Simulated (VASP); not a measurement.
# Ca (Pm-3m) in VASP: single point with r2SCAN

Aim: the single point of Ca with r2SCAN.

Program: VASP 6.6.1. These are calculated values, not measurements. Logs are shortened: lines on timing, memory, paths and dates and some standing lists are left out, and cuts for length are marked.

## Step 1: The cell of the first run

Symmetry: Pm-3m, No. 221, cubic system. Conventional cell: a = 2.615 Å, b = 2.615 Å, c = 2.615 Å, α = 90.00°, β = 90.00°, γ = 90.00°. Within 3.4 Å of Ca (site symmetry m-3m) lie 6 Ca at 2.62 Å.

This isn't the form of Ca at room conditions, which is fcc.

## Step 2: Single point, r2SCAN

POSCAR

```
Ca
1.0
    2.6150000000      0.0000000000      0.0000000000
    0.0000000000      2.6150000000      0.0000000000
    0.0000000000      0.0000000000      5.2300000000
Ca
2
Direct
    0.0000000000      0.0000000000      0.0000000000
    0.0000000000      0.0000000000      0.5000000000
```

INCAR.step1

```
SYSTEM = Ca
  PREC = Accurate
  ENCUT = 550
  ISMEAR = 0
  SIGMA = 0.1
  LREAL = .False.
  LASPH = .True.
  NELM = 120
  NBANDS = 17
  GGA = PE
  ALGO = Normal
  EDIFF = 1E-5
  LWAVE = .True.
  LCHARG = .False.
  GGA_COMPAT = .False.
```

INCAR.step2

```
SYSTEM = Ca
  PREC = Accurate
  ENCUT = 550
  EDIFF = 1E-6
  ISMEAR = 0
  SIGMA = 0.1
  LREAL = .False.
  LASPH = .True.
  NELM = 120
  ALGO = Normal
  ISIF = 2
  LWAVE = .False.
  LCHARG = .True.
  METAGGA = R2SCAN
  LMIXTAU = .True.
  LELF = .True.
  LVHAR = .True.
  NBANDS = 17
  ISTART = 1
  GGA_COMPAT = .False.
```

KPOINTS

```
Automatic mesh
0
Gamma
  8 8 4
  0 0 0
```

Potentials or basis: VASP PAW PBE potentials, release 64 (Ca_sv).

On the command line:

```bash
$ cat potpaw_PBE.64/Ca_sv/POTCAR > POTCAR
$ cp INCAR.step1 INCAR
$ mpirun -np 1 vasp_std > vasp.out
$ cp INCAR.step2 INCAR
$ mpirun -np 1 vasp_std > vasp.out
```

OUTCAR:

```text
SYSTEM = Ca
   PREC = Accurate
   ENCUT = 550
   EDIFF = 1E-6
   ISMEAR = 0
   LREAL = .False.
   LASPH = .True.
   NELM = 120
   ISIF = 2
   METAGGA = R2SCAN
   ISTART = 1

 ion  position               nearest neighbor table
   1  0.000  0.000  0.000-   2 2.62   2 2.62
   2  0.000  0.000  0.500-   1 2.62   1 2.62

  LATTYP: Found a simple tetragonal cell.
 ALAT       =     2.6150000000
 C/A-ratio  =     2.0000000000

  Lattice vectors:

 A1 = (   2.6150000000,   0.0000000000,   0.0000000000)
 A2 = (   0.0000000000,   2.6150000000,   0.0000000000)
 A3 = (   0.0000000000,   0.0000000000,   5.2300000000)

Analysis of symmetry for initial positions (statically):
=====================================================================
 Subroutine PRICEL returns following result:

  LATTYP: Found a simple cubic cell.
 ALAT       =     2.6150000000

  Lattice vectors:

 A1 = (   2.6150000000,   0.0000000000,   0.0000000000)
 A2 = (   0.0000000000,   2.6150000000,   0.0000000000)
 A3 = (   0.0000000000,   0.0000000000,   2.6150000000)

   2 primitive cells build up your supercell.

 Routine SETGRP: Setting up the symmetry group for a
 simple tetragonal supercell.

 Subroutine GETGRP returns: Found 16 space group operations
 (whereof 16 operations were pure point group operations)
 out of a pool of 16 trial point group operations.

The static configuration has the point symmetry D_4h.

Analysis of symmetry for dynamics (positions and initial velocities):
=====================================================================
 Subroutine PRICEL returns following result:

  LATTYP: Found a simple cubic cell.
 ALAT       =     2.6150000000

  Lattice vectors:

 A1 = (   2.6150000000,   0.0000000000,   0.0000000000)
 A2 = (   0.0000000000,   2.6150000000,   0.0000000000)
 A3 = (   0.0000000000,   0.0000000000,   2.6150000000)

   2 primitive cells build up your supercell.

 Routine SETGRP: Setting up the symmetry group for a
 simple tetragonal supercell.

 Subroutine GETGRP returns: Found 16 space group operations
 (whereof 16 operations were pure point group operations)
 out of a pool of 16 trial point group operations.

The dynamic configuration has the point symmetry D_4h.

 Subroutine INISYM returns: Found 16 space group operations
 (whereof 16 operations are pure point group operations),
 and found     2 'primitive' translations

----------------------------------------------------------------------------------------

                                     Primitive cell

  volume of cell :      17.8820

  direct lattice vectors                    reciprocal lattice vectors
     2.615000000  0.000000000  0.000000000     0.382409178  0.000000000  0.000000000
     0.000000000  2.615000000  0.000000000     0.000000000  0.382409178  0.000000000
     0.000000000  0.000000000  2.615000000     0.000000000  0.000000000  0.382409178

  length of vectors
     2.615000000  2.615000000  2.615000000     0.382409178  0.382409178  0.382409178

  position of ions in fractional coordinates (direct lattice)
     0.000000000  0.000000000  0.000000000

  ion indices of the primitive-cell ions
   primitive index   ion index
                 1           1

----------------------------------------------------------------------------------------

 KPOINTS: Automatic mesh

Automatic generation of k-mesh.
 Grid dimensions read from file:
 generate k-points for:    8    8    4

 Generating k-lattice:

  Cartesian coordinates                     Fractional coordinates (reciprocal lattice)
     0.047801147  0.000000000  0.000000000     0.125000000  0.000000000  0.000000000
     0.000000000  0.047801147  0.000000000     0.000000000  0.125000000  0.000000000
     0.000000000  0.000000000  0.047801147     0.000000000  0.000000000  0.250000000

  Length of vectors
     0.047801147  0.047801147  0.047801147

  Shift w.r.t. Gamma in fractional coordinates (k-lattice)
     0.000000000  0.000000000  0.000000000

 Subroutine IBZKPT returns following result:
 ===========================================

 Found     45 irreducible k-points:

 Following reciprocal coordinates:
            Coordinates               Weight
  0.000000  0.000000  0.000000      1.000000
  0.125000  0.000000  0.000000      4.000000
  0.250000  0.000000  0.000000      4.000000
  0.375000  0.000000  0.000000      4.000000
  0.500000  0.000000  0.000000      2.000000
  0.125000  0.125000  0.000000      4.000000
[... 16 lines left out ...]
  0.375000  0.125000  0.250000     16.000000
  0.500000  0.125000  0.250000      8.000000
 [... further k-points ...]
   k-points           NKPTS =     45   k-points in BZ     NKDIM =     45   number of bands    NBANDS=     17
   number of dos      NEDOS =    301   number of ions     NIONS =      2
   total plane-waves  NPLWV =  16000
   dimension x,y,z NGX =    20 NGY =   20 NGZ =   40
   dimension x,y,z NGXF=    40 NGYF=   40 NGZF=   80
   ions per type =               2
   NGX,Y,Z   is equivalent  to a cutoff of  12.71, 12.71, 12.71 a.u.
   NGXF,Y,Z  is equivalent  to a cutoff of  25.43, 25.43, 25.43 a.u.
 SYSTEM =  Ca
   PREC   = accura    normal or accurate (medium, high low for compatibility)
   ISTART =      1    job   : 0-new  1-cont  2-samecut
   ICHARG =      0    charge: 1-file 2-atom 10-const
   ISPIN  =      1    spin polarized calculation?
   LNONCOLLINEAR =      F non collinear calculations
   LSORBIT =      F    spin-orbit coupling
   LASPH  =      T    aspherical Exc in radial PAW
   ENCUT  =  550.0 eV  40.42 Ry    6.36 a.u.   5.00  5.00 10.00*2*pi/ulx,y,z
   NELM   =    120;   NELMIN=  2; NELMDL=  0     # of ELM steps
   EDIFF  = 0.1E-05   stopping-criterion for ELM
   LREAL  =      F    real-space projection
   EDIFFG = 0.1E-04   stopping-criterion for IOM
   NSW    =      0    number of steps for IOM
   IBRION =     -1    ionic relax: 0-MD 1-quasi-New 2-CG
   NFREE  =      0    steps in history (QN), initial steepest desc. (CG)
   ISIF   =      2    stress and relaxation
   ISYM   =      2    0-nonsym 1-usesym 2-fastsym
   POTIM  = 0.5000    time-step for ionic-motion
   TEBEG  =    0.0;   TEEND  =   0.0 temperature during run
   PSTRESS=    0.0 pullay stress
   NELECT =      20.0000    total number of electrons
   NUPDOWN=      -1.0000    fix difference up-down
   EMIN   =  10.00;   EMAX   =-10.00  energy-range for DOS
   EFERMI =   0.00;   METHOD = LEGACY
   ISMEAR =     0;   SIGMA  =   0.10  broadening in eV -4-tet -1-fermi 0-gaus
   EFERMI_NEDOS =   21; number of points for ismear=-14 and -15
   IALGO  =     38    algorithm
   IMIX   =      4    mixing-type and parameters
     AMIX     =   0.40;   BMIX     =  1.00
     AMIX_MAG =   1.60;   BMIX_MAG =  1.00
  volume/ion in A,a.u.               =      17.88       120.67
  Fermi-wavevector in a.u.,A,eV,Ry     =   1.348766  2.548797 24.751291  1.819169
  Thomas-Fermi vector in A             =   2.476408
   LORBIT       =      0    0 simple, 1 ext, 2 COOP (PROOUT), +10 PAW based schemes
   METAGGA = R2SCAN    functional components
   LHFCALC =     F    Hartree Fock is set to
   AEXX    =    0.0000 exact exchange contribution
   IVDW    =     0    specifies the selected vdW correction
   LEPSILON=     F    determine dielectric tensor
   LRPA    =     F    only Hartree local field effects (RPA)
 non-spin polarized calculation
 Gauss-broadening in eV      SIGMA  =   0.10
  energy-cutoff  :      550.00
  volume of cell :       35.76
 maximum number of plane-waves:      1088
   NGX = 11   NGY = 11   NGZ = 21

 number of electron      20.0000004 magnetization

 Free energy of the ion-electron system (eV)
  ---------------------------------------------------
  ext. energy  EPLUGINS =         0.00000000
  ---------------------------------------------------
  free energy    TOTEN  =        -9.82754971 eV

  energy without entropy =       -9.82149664  energy(sigma->0) =       -9.82452317

 E-fermi :   6.6920     XC(G=0): -11.6799

 val. band max:        6.6348674282   @ k =   0.5000   0.3750   0.2500
 cond. band min:       6.7030804239   @ k =   0.5000   0.1250   0.2500
 fundamental gap:      0.0682129957
 Fermi energy:         6.6919861485

 k-point     1 :       0.0000    0.0000    0.0000
  band No.  band energies     occupation
      1     -36.7237      2.00000
      2     -36.2663      2.00000
      3     -17.9947      2.00000
      4     -15.4826      2.00000
      5     -15.4826      2.00000
      6     -15.4826      2.00000
[... 9 lines left out ...]
     16      11.4213      0.00000
     17      14.8399      0.00000

 k-point     2 :       0.1250    0.0000    0.0000
  band No.  band energies     occupation
      1     -36.6598      2.00000
      2     -36.2074      2.00000
      3     -17.9244      2.00000
      4     -15.8967      2.00000
      5     -15.5968      2.00000
      6     -15.4467      2.00000
[... 9 lines left out ...]
     16      12.0152      0.00000
     17      14.1776      0.00000

 k-point     3 :       0.2500    0.0000    0.0000
  band No.  band energies     occupation
      1     -36.5015      2.00000
      2     -36.0614      2.00000
      3     -17.7497      2.00000
      4     -16.8208      2.00000
      5     -16.4233      2.00000
      6     -15.3587      2.00000
[... 9 lines left out ...]
     16      12.8748      0.00000
     17      12.8752      0.00000

 k-point     4 :       0.3750    0.0000    0.0000
  band No.  band energies     occupation
      1     -36.3366      2.00000
      2     -35.9100      2.00000
      3     -17.6638      2.00000
      4     -17.5674      2.00000
      5     -17.1875      2.00000
      6     -15.2690      2.00000
[... 9 lines left out ...]
     16      12.1517      0.00000
     17      12.6462      0.00000

 k-point     5 :       0.5000    0.0000    0.0000
  band No.  band energies     occupation
      1     -36.2663      2.00000
      2     -35.8455      2.00000
      3     -17.9947      2.00000
      4     -17.4896      2.00000
      5     -17.4895      2.00000
      6     -15.2313      2.00000
[... 9 lines left out ...]
     16      12.2914      0.00000
     17      12.2914      0.00000

 k-point     6 :       0.1250    0.1250    0.0000
  band No.  band energies     occupation
      1     -36.5967      2.00000
      2     -36.1490      2.00000
      3     -17.8556      2.00000
      4     -15.8907      2.00000
      5     -15.8170      2.00000
      6     -15.5839      2.00000
[... 9 lines left out ...]
     16      13.4480      0.00000
     17      13.5609      0.00000

 k-point     7 :       0.2500    0.1250    0.0000
  band No.  band energies     occupation
      1     -36.4400      2.00000
      2     -36.0044      2.00000
      3     -17.6848      2.00000
      4     -16.7669      2.00000
      5     -16.3771      2.00000
      6     -15.7466      2.00000
[... 9 lines left out ...]
     16      12.2512      0.00000
     17      12.9537      0.00000

 k-point     8 :       0.3750    0.1250    0.0000
  band No.  band energies     occupation
      1     -36.2769      2.00000
      2     -35.8543      2.00000
      3     -17.5978      2.00000
      4     -17.5069      2.00000
      5     -17.1322      2.00000
      6     -15.6413      2.00000
[... 9 lines left out ...]
     16      11.9229      0.00000
     17      11.9975      0.00000
[... 203 lines left out ...]
      1     -36.2769      2.00000
      2     -35.9754      2.00000
      3     -17.5978      2.00000
      4     -17.2916      2.00000
      5     -17.2297      2.00000
      6     -15.6413      2.00000
[... 9 lines left out ...]
     16      12.4137      0.00000
     17      12.6163      0.00000

 k-point    20 :       0.5000    0.0000    0.2500
  band No.  band energies     occupation
      1     -36.2074      2.00000
      2     -35.9100      2.00000
      3     -17.9244      2.00000
      4     -17.5675      2.00000
      5     -17.1875      2.00000
      6     -15.5968      2.00000
[... 9 lines left out ...]
     16      12.1517      0.00000
     17      12.6462      0.00000

 k-point    21 :       0.1250    0.1250    0.2500
  band No.  band energies     occupation
      1     -36.5341      2.00000
      2     -36.2177      2.00000
      3     -17.5331      2.00000
      4     -15.8818      2.00000
      5     -15.7768      2.00000
      6     -15.7768      2.00000
[... 9 lines left out ...]
     16      13.1131      0.00000
     17      13.3976      0.00000

 k-point    22 :       0.2500    0.1250    0.2500
  band No.  band energies     occupation
      1     -36.3790      2.00000
      2     -36.0712      2.00000
      3     -17.3732      2.00000
      4     -16.7140      2.00000
      5     -16.4341      2.00000
      6     -15.7350      2.00000
[... 9 lines left out ...]
     16      12.0944      0.00000
     17      12.6091      0.00000

 k-point    23 :       0.3750    0.1250    0.2500
  band No.  band energies     occupation
      1     -36.2177      2.00000
      2     -35.9191      2.00000
      3     -17.5331      2.00000
      4     -17.2335      2.00000
      5     -17.1736      2.00000
      6     -15.6289      2.00000
[... 9 lines left out ...]
     16      10.8258      0.00000
     17      13.1131      0.00000

 k-point    24 :       0.5000    0.1250    0.2500
  band No.  band energies     occupation
      1     -36.1490      2.00000
      2     -35.8543      2.00000
      3     -17.8556      2.00000
      4     -17.5069      2.00000
      5     -17.1322      2.00000
      6     -15.5839      2.00000
[... 9 lines left out ...]
     16      10.9090      0.00000
     17      13.5609      0.00000

 [... further k-points ...]

------------------------ aborting loop because EDIFF is reached ----------------------------------------

  FORCE on cell =-STRESS in cart. coord.  units (eV):
  Direction    XX          YY          ZZ          XY          YZ          ZX
  --------------------------------------------------------------------------------------
  -------------------------------------------------------------------------------------
  Total        9.3741452      9.3741452      9.3743866      0.0000000      0.0000000      0.0000000
  in kB      419.9496129    419.9496129    419.9604266      0.0000000      0.0000000      0.0000000
  external PRESSURE =     419.9532175 kB  Pullay stress =       0.0000000 kB

 VOLUME and BASIS-vectors are now :
 -----------------------------------------------------------------------------
  energy-cutoff  :      550.00
  volume of cell :       35.76
      direct lattice vectors                 reciprocal lattice vectors
     2.615000000  0.000000000  0.000000000     0.382409178  0.000000000  0.000000000
     0.000000000  2.615000000  0.000000000     0.000000000  0.382409178  0.000000000
     0.000000000  0.000000000  5.230000000     0.000000000  0.000000000  0.191204589

 POSITION                                       TOTAL-FORCE (eV/Angst)
 -----------------------------------------------------------------------------------
      0.00000      0.00000      0.00000         0.000000      0.000000      0.000000
      0.00000      0.00000      2.61500         0.000000      0.000000      0.000000
 -----------------------------------------------------------------------------------
    total drift:                               -0.000000      0.000000      0.000000

  FREE ENERGIE OF THE ION-ELECTRON SYSTEM (eV)
  ---------------------------------------------------
  free  energy   TOTEN  =        -9.8275497122 eV

  energy  without entropy=       -9.8214966363  energy(sigma->0) =       -9.82452317
```

Run time: 76 s. Hardware: 1 thread of Intel Xeon Platinum 8259CL at 2.50GHz (Skylake/Cascade Lake), shared host; peak memory 0.16 GiB.

Results:

* Free energy: -9.8275 eV
* Pressure: 42.0 GPa
* Band gap on the k mesh: zero (bands 10 and 11 overlap by 0.99 eV)

Caveat: the cell stands under pressure; the PAW data sets were made with another functional, which shifts forces and pressure a little.
